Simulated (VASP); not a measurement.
# InSb (rocksalt type) (Fm-3m) in VASP: a series of runs

InSb (rocksalt type) is run at these levels: PBE; tasks: density of states.

All numbers are computed with VASP 6.6.1; they aren't measurements. Logs are shortened: lines on timing, memory, paths and dates and some standing lists are left out, and cuts for length are marked.

**1. The cell of the first run**

It takes space group Fm-3m (No. 225, cubic). The conventional cell has a = 5.039 Å, b = 5.039 Å, c = 5.039 Å, α = 90.00°, β = 90.00°, γ = 90.00°. In (site symmetry m-3m) has 6 Sb at 2.52 Å within 3.3 Å. Sb (site symmetry m-3m) has 6 In at 2.52 Å within 3.3 Å.

**2. Density of states, PBE (volume scaled by 0.55)**

Contents of POSCAR:

```
InSb
1.0
    0.0000000000      2.5194239464      2.5194239464
    2.5194239464      0.0000000000      2.5194239464
    2.5194239464      2.5194239464      0.0000000000
In Sb
1 1
Direct
    0.0000000000      0.0000000000      0.0000000000
    0.5000000000      0.5000000000      0.5000000000
```

Contents of INCAR.step1:

```
ALGO     = Normal         # electronic algorithm
EDIFF    = 1E-7           # SCF threshold, eV
ENCUT    = 520            # plane-wave cutoff, eV
GGA      = PE             # functional
ISIF     = 2              # what is computed and relaxed
ISMEAR   = -1             # smearing method
LASPH    = T              # aspherical terms in the spheres
LCHARG   = T              # write CHGCAR
LREAL    = F              # projectors in reciprocal space
LWAVE    = F              # write WAVECAR
NBANDS   = 16             # bands
NELM     = 80             # most SCF steps
PREC     = Accurate       # precision mode
SIGMA    = 0.05           # smearing width, eV
```

Contents of KPOINTS.step1:

```
k-points
0
Gamma
  11 11 11
```

Contents of INCAR.step2:

```
ALGO     = Normal         # electronic algorithm
EDIFF    = 1E-7           # SCF threshold, eV
ENCUT    = 520            # plane-wave cutoff, eV
GGA      = PE             # functional
ICHARG   = 11             # starting density
ISIF     = 2              # what is computed and relaxed
ISMEAR   = -5             # smearing method
LASPH    = T              # aspherical terms in the spheres
LCHARG   = F              # write CHGCAR
LORBIT   = 10             # projections on sites
LREAL    = F              # projectors in reciprocal space
LWAVE    = F              # write WAVECAR
NEDOS    = 2001           # points of the DOS
NELM     = 80             # most SCF steps
PREC     = Accurate       # precision mode
SIGMA    = 0.05           # smearing width, eV
```

Contents of KPOINTS.step2:

```
k-points
0
Gamma
  17 17 17
```

Potentials or basis: VASP PAW PBE potentials, release 64 (In_d, Sb).

Started as:

```console
cat potpaw_PBE.64/In_d/POTCAR potpaw_PBE.64/Sb/POTCAR > POTCAR
cp INCAR.step1 INCAR
cp KPOINTS.step1 KPOINTS
mpirun -np 1 vasp_std > vasp.out
cp INCAR.step2 INCAR
cp KPOINTS.step2 KPOINTS
mpirun -np 1 vasp_std > vasp.out
```

OUTCAR:

```text
EDIFF = 1E-7
   ENCUT = 520
   GGA = PE
   ICHARG = 11
   ISIF = 2
   ISMEAR = -5
   LASPH = T
   LORBIT = 10
   LREAL = F
   NELM = 80
   PREC = Accurate

 ion  position               nearest neighbor table
   1  0.000  0.000  0.000-   2 2.52   2 2.52   2 2.52   2 2.52   2 2.52   2 2.52
   2  0.500  0.500  0.500-   1 2.52   1 2.52   1 2.52   1 2.52   1 2.52   1 2.52

  LATTYP: Found a face centered cubic cell.
 ALAT       =     5.0388478928

  Lattice vectors:

 A1 = (   0.0000000000,   2.5194239464,   2.5194239464)
 A2 = (   2.5194239464,   0.0000000000,   2.5194239464)
 A3 = (   2.5194239464,   2.5194239464,   0.0000000000)

Analysis of symmetry for initial positions (statically):
=====================================================================
 Subroutine PRICEL returns:
 Original cell was already a primitive cell.

 Routine SETGRP: Setting up the symmetry group for a
 face centered cubic supercell.

 Subroutine GETGRP returns: Found 48 space group operations
 (whereof 48 operations were pure point group operations)
 out of a pool of 48 trial point group operations.

The static configuration has the point symmetry O_h .

Analysis of symmetry for dynamics (positions and initial velocities):
=====================================================================
 Subroutine PRICEL returns:
 Original cell was already a primitive cell.

 Routine SETGRP: Setting up the symmetry group for a
 face centered cubic supercell.

 Subroutine GETGRP returns: Found 48 space group operations
 (whereof 48 operations were pure point group operations)
 out of a pool of 48 trial point group operations.

The dynamic configuration has the point symmetry O_h .

 Subroutine INISYM returns: Found 48 space group operations
 (whereof 48 operations are pure point group operations),
 and found     1 'primitive' translations

----------------------------------------------------------------------------------------

                                     Primitive cell

  volume of cell :      31.9841

  direct lattice vectors                    reciprocal lattice vectors
     0.000000000  2.519423946  2.519423946    -0.198458064  0.198458064  0.198458064
     2.519423946  0.000000000  2.519423946     0.198458064 -0.198458064  0.198458064
     2.519423946  2.519423946  0.000000000     0.198458064  0.198458064 -0.198458064

  length of vectors
     3.563003514  3.563003514  3.563003514     0.343739451  0.343739451  0.343739451

  position of ions in fractional coordinates (direct lattice)
     0.000000000  0.000000000  0.000000000
     0.500000000  0.500000000  0.500000000

[... 96 lines left out ...]
   IMIX   =      4    mixing-type and parameters
     AMIX     =   0.40;   BMIX     =  1.00
     AMIX_MAG =   1.60;   BMIX_MAG =  1.00
  volume/ion in A,a.u.               =      15.99       107.92
  Fermi-wavevector in a.u.,A,eV,Ry     =   1.351619  2.554190 24.856143  1.826875
  Thomas-Fermi vector in A             =   2.479026
   LORBIT       =     10    0 simple, 1 ext, 2 COOP (PROOUT), +10 PAW based schemes
   GGA     = PE    functional components
   LHFCALC =     F    Hartree Fock is set to
   AEXX    =    0.0000 exact exchange contribution
   IVDW    =     0    specifies the selected vdW correction
   LEPSILON=     F    determine dielectric tensor
   LRPA    =     F    only Hartree local field effects (RPA)
 non-spin polarized calculation
 Fermi weights with tetrahedron method with Bloechl corrections
  energy-cutoff  :      520.00
  volume of cell :       31.98
 maximum number of plane-waves:       885

 number of electron      17.9999993 magnetization

 Free energy of the ion-electron system (eV)
  ---------------------------------------------------
  ext. energy  EPLUGINS =         0.00000000
  ---------------------------------------------------
  free energy    TOTEN  =        -1.06779097 eV

  energy without entropy =       -1.06779097  energy(sigma->0) =       -1.06779097

 E-fermi :  16.3189     XC(G=0): -12.6438

 val. band max:       16.4910040809   @ k =   0.3529   0.0000   0.0000
 cond. band min:      16.2687800402   @ k =   0.2941   0.0000   0.0000
 fundamental gap:     -0.2222240407
 Fermi energy:        16.3189215349

 k-point     1 :       0.0000    0.0000    0.0000
  band No.  band energies     occupation
      1      -0.4943      2.00000
      2      -0.1948      2.00000
      3      -0.1948      2.00000
      4      -0.1603      2.00000
      5      -0.1603      2.00000
      6      -0.1603      2.00000
      7      15.8313      2.00000
      8      15.8313      2.00000
      9      15.8313      2.00000
     10      21.5388      0.00000
     11      22.1332      0.00000
     12      22.7519      0.00000
     13      22.7519      0.00000
[... 354 lines left out ...]
  band No.  band energies     occupation
      1      -0.2755      2.00000
      2      -0.2606      2.00000
      3      -0.2019      2.00000
      4      -0.1550      2.00000
      5      -0.1367      2.00000
      6       0.0107      2.00000
      7      13.5986      2.00000
      8      15.0957      2.00000
      9      16.3968      1.02511
     10      20.6390      0.00000
     11      21.8402      0.00000
     12      21.9229      0.00000
     13      23.0552      0.00000

 [... further k-points ...]

------------------------ aborting loop because EDIFF is reached ----------------------------------------

  FORCE on cell =-STRESS in cart. coord.  units (eV):
  Direction    XX          YY          ZZ          XY          YZ          ZX
  --------------------------------------------------------------------------------------
  -------------------------------------------------------------------------------------
  Total       24.4419221     24.4419221     24.4419221      0.0000000     -0.0000000     -0.0000000
  in kB     1224.3686036   1224.3686036   1224.3686036      0.0000000     -0.0000000     -0.0000000
  external PRESSURE =    1224.3686036 kB  Pullay stress =       0.0000000 kB

 VOLUME and BASIS-vectors are now :
 -----------------------------------------------------------------------------
  energy-cutoff  :      520.00
  volume of cell :       31.98
      direct lattice vectors                 reciprocal lattice vectors
     0.000000000  2.519423946  2.519423946    -0.198458064  0.198458064  0.198458064
     2.519423946  0.000000000  2.519423946     0.198458064 -0.198458064  0.198458064
     2.519423946  2.519423946  0.000000000     0.198458064  0.198458064 -0.198458064

 POSITION                                       TOTAL-FORCE (eV/Angst)
 -----------------------------------------------------------------------------------
      0.00000      0.00000      0.00000        -0.000000      0.000000     -0.000000
      2.51942      2.51942      2.51942         0.000000     -0.000000      0.000000
 -----------------------------------------------------------------------------------
    total drift:                               -0.000000      0.000000      0.000000

  FREE ENERGIE OF THE ION-ELECTRON SYSTEM (eV)
  ---------------------------------------------------
  free  energy   TOTEN  =        -1.0677909719 eV

  energy  without entropy=       -1.0677909719  energy(sigma->0) =       -1.06779097

 total charge

# of ion       s       p       d       tot
------------------------------------------
    1        1.005   1.260  10.015  12.280
    2        1.185   1.655   0.112   2.952
--------------------------------------------------
tot          2.189   2.915  10.127  15.232
```

OUTCAR.step1:

```text
EDIFF = 1E-7
   ENCUT = 520
   GGA = PE
   ISIF = 2
   ISMEAR = -1
[... 676 lines left out ...]
 -----------------------------------------------------------------------------------
      0.00000      0.00000      0.00000         0.000000     -0.000000      0.000000
      2.51942      2.51942      2.51942        -0.000000      0.000000     -0.000000
 -----------------------------------------------------------------------------------
    total drift:                               -0.000000      0.000000      0.000000

  FREE ENERGIE OF THE ION-ELECTRON SYSTEM (eV)
  ---------------------------------------------------
  free  energy   TOTEN  =        -1.0686857187 eV

  energy  without entropy=       -1.0627023695  energy(sigma->0) =       -1.06569404
```

OSZICAR.step1:

```text
N       E                     dE             d eps       ncg     rms          rms(c)
DAV:   1     0.122967957771E+03    0.12297E+03   -0.82132E+03  1800   0.139E+03
DAV:   2     0.505570985711E+01   -0.11791E+03   -0.11409E+03  2024   0.325E+02
DAV:   3    -0.122871044056E+01   -0.62844E+01   -0.62380E+01  2328   0.723E+01
DAV:   4    -0.136545291276E+01   -0.13674E+00   -0.13671E+00  2312   0.105E+01
DAV:   5    -0.137132903580E+01   -0.58761E-02   -0.58760E-02  2552   0.192E+00    0.997E+00
DAV:   6    -0.114385951975E+01    0.22747E+00   -0.19838E-01  2512   0.128E+01    0.530E+00
DAV:   7    -0.107352342904E+01    0.70336E-01   -0.83963E-02  2816   0.569E+00    0.145E+00
DAV:   8    -0.106874180449E+01    0.47816E-02   -0.10783E-02  2424   0.179E+00    0.313E-01
DAV:   9    -0.106868287355E+01    0.58931E-04   -0.52237E-04  2592   0.415E-01    0.165E-01
DAV:  10    -0.106868177170E+01    0.11018E-05   -0.31481E-05  2336   0.447E-02    0.117E-01
DAV:  11    -0.106868906325E+01   -0.72916E-05   -0.77548E-06  2240   0.287E-02    0.190E-02
DAV:  12    -0.106868623018E+01    0.28331E-05   -0.48500E-07  2304   0.121E-02    0.101E-02
DAV:  13    -0.106868598526E+01    0.24492E-06   -0.75558E-08  1672   0.449E-03    0.215E-03
DAV:  14    -0.106868570982E+01    0.27544E-06   -0.14370E-08  1384   0.127E-03    0.912E-04
DAV:  15    -0.106868571874E+01   -0.89176E-08   -0.35790E-09  1272   0.906E-04
   1 F= -.10686857E+01 E0= -.10656940E+01  d E =-.598335E-02
```

Wall time 2.4 min (1 thread of AMD EPYC 7R43 (Zen 3), shared host); peak memory 0.17 GiB.

Results:

```
Valence electrons inside the program's atomic spheres : In 12.28; Sb 2.95
```

Caveat: spin-orbit coupling is left out, which moves the levels of the heavy elements; tetrahedron occupations give inexact forces and stress in metals.

**3. Density of states, PBE (volume scaled by 0.8)**

Contents of POSCAR:

```
InSb
1.0
    0.0000000000      2.8545896405      2.8545896405
    2.8545896405      0.0000000000      2.8545896405
    2.8545896405      2.8545896405      0.0000000000
In Sb
1 1
Direct
    0.0000000000      0.0000000000      0.0000000000
    0.5000000000      0.5000000000      0.5000000000
```

Contents of INCAR.step1:

```
SYSTEM = InSb
ALGO = Normal
EDIFF = 1E-7
ENCUT = 520
GGA = PE
ISIF = 2
ISMEAR = -1
LASPH = .True.
LCHARG = .True.
LREAL = .False.
LWAVE = .False.
NBANDS = 16
NELM = 100
PREC = Accurate
SIGMA = 0.05
```

Contents of KPOINTS.step1:

```
k-points
0
Gamma
  11 11 11
  0 0 0
```

Contents of INCAR.step2:

```
SYSTEM = InSb
ALGO = Normal
EDIFF = 1E-7
ENCUT = 520
GGA = PE
ICHARG = 11
ISIF = 2
ISMEAR = -5
LASPH = .True.
LCHARG = .False.
LORBIT = 11
LREAL = .False.
LWAVE = .False.
NEDOS = 2001
NELM = 100
PREC = Accurate
SIGMA = 0.05
```

Contents of KPOINTS.step2:

```
k-points
0
Gamma
  17 17 17
  0 0 0
```

Potentials or basis: VASP PAW PBE potentials, release 64 (In_d, Sb).

Started as:

```console
cat potpaw_PBE.64/In_d/POTCAR potpaw_PBE.64/Sb/POTCAR > POTCAR
cp INCAR.step1 INCAR
cp KPOINTS.step1 KPOINTS
mpirun -np 1 vasp_std > vasp.out
cp INCAR.step2 INCAR
cp KPOINTS.step2 KPOINTS
mpirun -np 1 vasp_std > vasp.out
```

Run time: 2.9 min. Hardware: 1 thread of AMD EPYC 7R43 (Zen 3), shared host; peak memory 0.21 GiB.

It converged, with:

| Property | Result |
| --- | --- |
| Valence electrons inside the program's atomic spheres | In 11.55; Sb 2.54 |

Levels at points of the mesh, in eV from the Fermi level:
```
           k point  band 6  band 7  band 8  band 9  band 10  band 11  band 12  band 13
(0.00, 0.00, 0.00)  -12.58   -0.13   -0.13   -0.13     1.32     6.29     6.29     6.29
```

Caveat: spin-orbit coupling is left out, which moves the levels of the heavy elements; tetrahedron occupations give inexact forces and stress in metals.
